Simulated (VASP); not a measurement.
# Sb (Cmce) in VASP: notebook, part 2 of 2

VASP 6.6.1. Earlier steps stand in the parts before.

## 4. Relaxation of cell and atoms, PBE

Input file INCAR:

```
SYSTEM = Sb
ALGO     = Normal         ! electronic algorithm
EDIFF    = 1E-6           ! SCF threshold, eV
EDIFFG   = -0.04          ! ionic threshold
ENCUT    = 600            ! plane-wave cutoff, eV
GGA      = PE             ! functional
IBRION   = 2              ! ionic algorithm
ISIF     = 3              ! what is computed and relaxed
ISMEAR   = 0              ! smearing method
LASPH    = .True.         ! aspherical terms in the spheres
LCHARG   = .False.        ! write CHGCAR
LREAL    = .False.        ! projectors in reciprocal space
LWAVE    = .False.        ! write WAVECAR
NELM     = 80             ! most SCF steps
NSW      = 90             ! ionic steps
PREC     = Accurate       ! precision mode
SIGMA    = 0.1            ! smearing width, eV
```

Input file KPOINTS:

```
k-points
0
Gamma
  6 6 2
  0 0 0
```

Input file POSCAR:

```
Sb
1.0
    3.2776889962     -2.1663016867      0.0000000000
    3.2776889962      2.1663016867      0.0000000000
    0.0000000000      0.0000000000      8.8368844612
Sb
4
Direct
    0.8500000000      0.1500000000      0.1170000000
    0.6500000000      0.3500000000      0.6170000000
    0.1500000000      0.8500000000      0.8830000000
    0.3500000000      0.6500000000      0.3830000000
```

Run with:

```sh
$ cat potpaw_PBE.64/Sb/POTCAR > POTCAR
$ mpirun -np 1 vasp_std > vasp.out
```

Wall time 4.9 min (1 thread of Intel Xeon Platinum 8559C (Emerald Rapids), shared host); peak memory 0.29 GiB.

Results (log left out):

- Free energy: -15.6437 eV
- Relaxed volume: 29.02 Å³/atom
- Relaxed cell: a = 3.378 Å, b = 3.378 Å, c = 10.791 Å, α = 90.00°, β = 90.00°, γ = 70.51°
- Space group after relaxing (to 0.05 Å): Cmce (No. 64)
- Energy gained by relaxing: 631.2 meV/atom
- Ionic steps: 17
- Pressure after relaxing: -0.1 GPa
- Largest force after relaxing: 0.032 eV/Å
- Band gap on the k mesh: zero (band 10 reaches 10.84 eV, above the bottom of band 11 at 5.69 eV)

Forces on the atoms (eV/Å):
```
Sb   0.000  0.031 -0.007
Sb   0.000 -0.031 -0.007
Sb   0.000 -0.031  0.007
Sb   0.000  0.031  0.007
```

Step by step:
| step | energy change (eV) | largest force (eV/Å) | pressure (GPa) | volume (Å³) |
| --- | --- | --- | --- | --- |
| 1 | 0.0000 | 4.0549 | 7.64 | 125.49 |
| 2 | -0.9723 | 0.7138 | -7.69 | 153.37 |
| 3 | -1.2686 | 0.7819 | -4.44 | 140.27 |
| 4 | -1.8468 | 0.7123 | -2.31 | 126.09 |
| 5 | -2.1156 | 0.3055 | 1.93 | 114.17 |
| 6 | -2.1195 | 0.2624 | 3.04 | 112.08 |
| 7 | -2.3451 | 0.6183 | 3.99 | 109.18 |
| 8 | -2.3541 | 0.6171 | 5.15 | 108.08 |
| 9 | -2.4878 | 0.2049 | -1.52 | 119.06 |
| 10 | -2.5130 | 0.0309 | 0.19 | 115.55 |
| 11 | -2.5130 | 0.0277 | 0.26 | 115.40 |
| 12 | -2.5178 | 0.0295 | 0.05 | 115.88 |
| 13 | -2.5210 | 0.0308 | -0.26 | 116.64 |
| 14 | -2.5228 | 0.0477 | 0.06 | 116.06 |
| 15 | -2.5229 | 0.0541 | 0.11 | 115.96 |
| 16 | -2.5244 | 0.0400 | 0.00 | 116.02 |
| 17 | -2.5248 | 0.0321 | -0.06 | 116.06 |

Final structure:
```yaml
crystal:
  lattice:
    - [2.75816, -1.94970, 0.00000]
    - [2.75816, 1.94970, 0.00000]
    - [0.00000, 0.00000, 10.79123]
  atoms:
    - { symbol: Sb, position: [0.81175, 0.18825, 0.14373] }
    - { symbol: Sb, position: [0.68825, 0.31175, 0.64373] }
    - { symbol: Sb, position: [0.18825, 0.81175, 0.85627] }
    - { symbol: Sb, position: [0.31175, 0.68825, 0.35627] }
```

Levels at points of the mesh, in eV from the Fermi level:
```tsv
k point	band 7	band 8	band 9	band 10	band 11	band 12	band 13	band 14
(0.00, 0.00, 0.00)	0.65	0.97	1.31	3.15	3.37	3.74	4.38	4.64
(0.50, 0.00, 0.00)	-3.40	-3.40	-1.05	-1.05	1.47	1.47	2.14	2.14
(0.50, 0.50, 0.00)	-3.13	-2.27	-1.96	-1.86	-1.57	0.30	0.31	0.47
(0.00, 0.00, 0.50)	1.10	1.10	3.25	3.25	3.29	3.29	4.22	4.22
(0.50, 0.00, 0.50)	-4.35	-4.35	0.23	0.23	0.71	0.71	2.39	2.39
(0.50, 0.50, 0.50)	-2.36	-2.36	-2.14	-2.14	-1.00	-1.00	0.88	0.88
```

Caveat: spin-orbit coupling is left out, which moves the levels of the heavy elements.

## 5. Relaxation of cell and atoms, PBE

This run uses another cell than the first one, of 31.27 Å³/atom, 0.997 times its volume.

Input file INCAR:

```
SYSTEM = Sb
PREC = Accurate
ENCUT = 600
EDIFF = 1E-6
ISMEAR = 0
SIGMA = 0.1
LREAL = .False.
LASPH = .True.
NELM = 100
ALGO = Normal
ISIF = 3
LWAVE = .False.
LCHARG = .False.
GGA = PE
IBRION = 2
NSW = 90
EDIFFG = -0.04
```

Input file KPOINTS:

```
regular mesh
0
Gamma
  6 6 4
  0 0 0
```

Input file POSCAR:

```
Sb
1.0
    1.9530758068     -6.1955576953      0.0000000000
    1.9530758068      6.1955576953      0.0000000000
    0.0000000000      0.0000000000      5.1688652772
Sb
4
Direct
    0.0980000000      0.9020000000      0.9100000000
    0.5980000000      0.4020000000      0.5900000000
    0.9020000000      0.0980000000      0.0900000000
    0.4020000000      0.5980000000      0.4100000000
```

Potentials or basis: VASP PAW PBE potentials, release 64 (Sb).

Run with:

```sh
$ cat potpaw_PBE.64/Sb/POTCAR > POTCAR
$ mpirun -np 1 vasp_std > vasp.out
```

OUTCAR:

```text
SYSTEM = Sb
   PREC = Accurate
   ENCUT = 600
   EDIFF = 1E-6
   ISMEAR = 0
   LREAL = .False.
   LASPH = .True.
   NELM = 100
   ISIF = 3
   GGA = PE
   IBRION = 2
   NSW = 90
   EDIFFG = -0.04

 ion  position               nearest neighbor table
   1  0.098  0.902  0.910-   2 2.56   2 2.56   3 2.60
   2  0.598  0.402  0.590-   1 2.56   1 2.56   4 2.60
   3  0.902  0.098  0.090-   4 2.56   4 2.56   1 2.60
   4  0.402  0.598  0.410-   3 2.56   3 2.56   2 2.60

  LATTYP: Found a base centered orthorhombic cell.
 ALAT       =     3.9061516136
 B/A-ratio  =     3.1722054381
 C/A-ratio  =     1.3232628399

  Lattice vectors:

 A1 = (   1.9530758068,  -6.1955576953,   0.0000000000)
 A2 = (   1.9530758068,   6.1955576953,   0.0000000000)
 A3 = (   0.0000000000,   0.0000000000,   5.1688652772)

Analysis of symmetry for initial positions (statically):
=====================================================================
 Subroutine PRICEL returns:
 Original cell was already a primitive cell.

 Routine SETGRP: Setting up the symmetry group for a
 base centered orthorhombic supercell.

 Subroutine GETGRP returns: Found  8 space group operations
 (whereof  4 operations were pure point group operations)
 out of a pool of  8 trial point group operations.

The static configuration has the point symmetry C_2h.
 The point group associated with its full space group is D_2h.

[... 291 lines left out ...]
      4      -0.4471      2.00000
      5       0.6312      2.00000
      6       1.8034      2.00000
      7       2.9634      2.00000
      8       3.2469      2.00000
      9       3.9426      2.00000
     10       4.2863      2.00000
     11       6.4977      0.00000
     12       7.0352      0.00000
     13       7.3111      0.00000
     14       7.7707      0.00000
[... 379 lines left out ...]
      3      -3.1835      2.00000
      4      -1.7223      2.00000
      5       1.5500      2.00000
      6       2.1518      2.00000
      7       3.0491      2.00000
      8       3.4778      2.00000
      9       4.1109      2.00000
     10       4.3411      2.00000
     11       5.7469      0.00000
     12       6.5689      0.00000
     13       6.9878      0.00000
     14       7.6467      0.00000

 [... further k-points ...]

[... ionic steps 4 to 22 ...]

--------------------------------------- Ionic step       23  -------------------------------------------

 number of electron      20.0000000 magnetization

------------------------ aborting loop because EDIFF is reached ----------------------------------------
[... 71 lines left out ...]
--------------------------------------- Ionic step       25  -------------------------------------------

 number of electron      20.0000000 magnetization

 Free energy of the ion-electron system (eV)
  ---------------------------------------------------
  ext. energy  EPLUGINS =         0.00000000
  ---------------------------------------------------
  free energy    TOTEN  =       -16.40062132 eV

  energy without entropy =      -16.39951516  energy(sigma->0) =      -16.40006824

 E-fermi :   5.9507     XC(G=0):  -9.1881

 val. band max:        5.8911097543   @ k =  -0.3333   0.3333   0.0000
 cond. band min:       5.9796269168   @ k =   0.5000   0.5000   0.0000
 fundamental gap:      0.0885171625
 Fermi energy:         5.9506748539

 k-point     1 :       0.0000    0.0000    0.0000
  band No.  band energies     occupation
      1      -5.9534      2.00000
      2      -3.6695      2.00000
      3      -1.5112      2.00000
      4       0.8242      2.00000
      5       1.2522      2.00000
      6       2.7605      2.00000
      7       3.3351      2.00000
      8       4.1573      2.00000
      9       4.5715      2.00000
     10       5.5924      2.00000
     11       8.0753      0.00000
     12       8.4653      0.00000
     13       8.5463      0.00000
     14       9.2039      0.00000
[... 422 lines left out ...]
  FREE ENERGIE OF THE ION-ELECTRON SYSTEM (eV)
  ---------------------------------------------------
  free  energy   TOTEN  =       -16.4006213172 eV

  energy  without entropy=      -16.3995151579  energy(sigma->0) =      -16.40006824

 reached required accuracy - stopping structural energy minimisation
```

CONTCAR:

```text
Sb
   1.00000000000000
     2.1935835315559693   -6.2807159241244150    0.0000000000000000
     2.1935835315559693    6.2807159241244150   -0.0000000000000000
     0.0000000000000000   -0.0000000000000000    4.7433308067030149
  Sb
     4
Direct
     0.1134625441677646    0.8865374558322353    0.9571138558361886
     0.6134625441677647    0.3865374558322354    0.5428861441638113
     0.8865374558322353    0.1134625441677646    0.0428861441638111
     0.3865374558322354    0.6134625441677647    0.4571138558361891

  0.00000000E+00  0.00000000E+00  0.00000000E+00
  0.00000000E+00  0.00000000E+00  0.00000000E+00
  0.00000000E+00  0.00000000E+00  0.00000000E+00
  0.00000000E+00  0.00000000E+00  0.00000000E+00
```

It took 19 min on 1 thread of Intel Xeon Platinum 8559C (Emerald Rapids), shared host; peak memory 0.37 GiB.

What came out:

```
Free energy                            : -16.4006 eV
Relaxed volume                         : 32.68 Å³/atom
Relaxed cell                           : a = 6.653 Å, b = 6.653 Å, c = 4.743 Å, α = 90.00°, β = 90.00°, γ = 141.50°
Space group after relaxing (to 0.05 Å) : Cmce (No. 64)
Energy gained by relaxing              : 698.9 meV/atom
Ionic steps                            : 25
Pressure after relaxing                : 0.0 GPa
Largest force after relaxing           : 0.034 eV/Å
Band gap on the k mesh                 : 0.09 eV, indirect (least direct gap 0.41 eV)
```

Forces in eV/Å, atoms in the order of the input:
```
Sb   0.000 -0.034 -0.004
Sb   0.000 -0.034  0.004
Sb   0.000  0.034  0.004
Sb   0.000  0.034 -0.004
```

Stress tensor (GPa, compression positive):
```
 0.03  0.00  0.00
 0.00 -0.07  0.00
 0.00  0.00 -0.07
```

Step by step:
```csv
step,energy change (eV),largest force (eV/Å),pressure (GPa),volume (Å³)
1,0.0000,4.4746,21.08,125.09
2,-0.3495,1.7048,-6.76,215.17
3,-2.5557,0.1609,-1.32,161.17
4,-2.5693,0.2362,-0.72,158.94
5,-2.5716,0.3199,-0.29,157.47
6,-2.5963,0.2575,-0.39,156.29
7,-2.5973,0.2858,-0.40,155.99
8,-2.6195,0.2324,-0.30,153.32
9,-2.6621,0.1164,0.14,145.45
10,-2.6200,0.2233,1.73,130.47
11,-2.6677,0.1182,0.59,141.18
12,-2.6868,0.1073,0.30,140.37
13,-2.7227,0.2610,-0.46,137.87
14,-2.7258,0.4443,-1.44,132.60
15,-2.7358,0.3702,-0.97,135.46
16,-2.7567,0.3173,-0.81,133.44
17,-2.7775,0.2429,-0.51,130.44
18,-2.7674,0.1331,0.42,124.35
19,-2.7836,0.1931,-0.23,128.39
20,-2.7872,0.1612,-0.10,128.59
21,-2.7914,0.0956,0.17,128.98
22,-2.7918,0.0714,0.30,129.16
23,-2.7943,0.0416,0.08,130.02
24,-2.7951,0.0176,-0.14,130.89
25,-2.7957,0.0339,-0.04,130.70
```

Final structure:
```
Sb
1.0
     2.19358   -6.28072    0.00000
     2.19358    6.28072    0.00000
     0.00000    0.00000    4.74333
Sb
4
Cartesian
  2.1936 4.8555 4.5399
  2.1936 -1.4253 2.5751
  2.1936 -4.8555 0.2034
  2.1936 1.4253 2.1682
```

Caveat: spin-orbit coupling is left out, which moves the levels of the heavy elements. A k mesh can miss the band edges.

## 6. The runs side by side

```tsv
task	cell	k mesh	cutoff (eV)	gap on the mesh (eV)	pressure (GPa)	relaxed volume (Å³/atom)	largest force (eV/Å)
single point	a = 3.929, b = 3.929, c = 8.837 Å, angles 90.0, 90.0, 66.9°, 4 atoms	6 × 6 × 2	520	none	7.6	-	4.06
single point	a = 6.612, b = 6.612, c = 4.767 Å, angles 90.0, 90.0, 141.4°, 4 atoms	6 × 6 × 4	520	0.10	0.2	-	0.05
relaxation of cell and atoms	relaxed from a = 3.929, b = 3.929, c = 8.837 Å, angles 90.0, 90.0, 66.9°, 4 atoms	6 × 6 × 2	600	none	-0.1	29.02	0.03
relaxation of cell and atoms	relaxed from a = 6.496, b = 6.496, c = 5.169 Å, angles 90.0, 90.0, 145.0°, 4 atoms	6 × 6 × 4	600	0.09	0.0	32.68	0.03
```

Alike in all rows: level PBE; potentials or basis VASP PAW PBE potentials, release 64 (Sb); no spin polarisation; smearing gaussian 0.1 eV.

Caveats: spin-orbit coupling is left out, which moves the levels of the heavy elements; forces of over 1 eV/Å act on the atoms, so gaps and moduli don't describe the material at rest (some runs).

Total energies depend on the potentials used, so only differences within one code and one set of settings carry meaning.
